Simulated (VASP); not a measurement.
Crystal: ZnSe (Stilleite).

```
Zn Se
1.0
     0.00000    2.83380    2.83380
     2.83380    0.00000    2.83380
     2.83380    2.83380    0.00000
Zn Se
1 1
Direct
  0.00000 0.00000 0.00000
  0.25000 0.25000 0.25000
```

| Quantity | Value |
| --- | --- |
| Program | VASP 6.6.1 |
| Task | relaxation of cell and atoms |
| Functional | PBE |
| Potentials or basis | VASP PAW PBE potentials, release 64 (Zn, Se) |
| Cutoff | 500 eV |
| k mesh | 5 × 5 × 5 |
| Occupations | gaussian, width 0.02 eV |
| Spin | no spin polarisation |

At the start: pressure 2.4 GPa; volume 22.76 Å³/atom.

How do energy, volume and symmetry change on relaxing?

Over 3 steps the energy falls by 6.6 meV/atom and the volume is 23.66 Å³/atom (+4.0 %); space group F-43m (No. 216, to 0.05 Å).

The path:
```tsv
step	energy change (eV)	largest force (eV/Å)	pressure (GPa)	volume (Å³)
1	0.0000	0.0000	2.44	45.51
2	-0.0122	0.0000	-0.60	47.83
3	-0.0132	0.0000	0.01	47.31
```

Final structure:
```
Zn Se
1.0
     0.00000    2.87068    2.87068
     2.87068    0.00000    2.87068
     2.87068    2.87068    0.00000
Zn Se
1 1
Direct
  0.00000 0.00000 0.00000
  0.25000 0.25000 0.25000
```
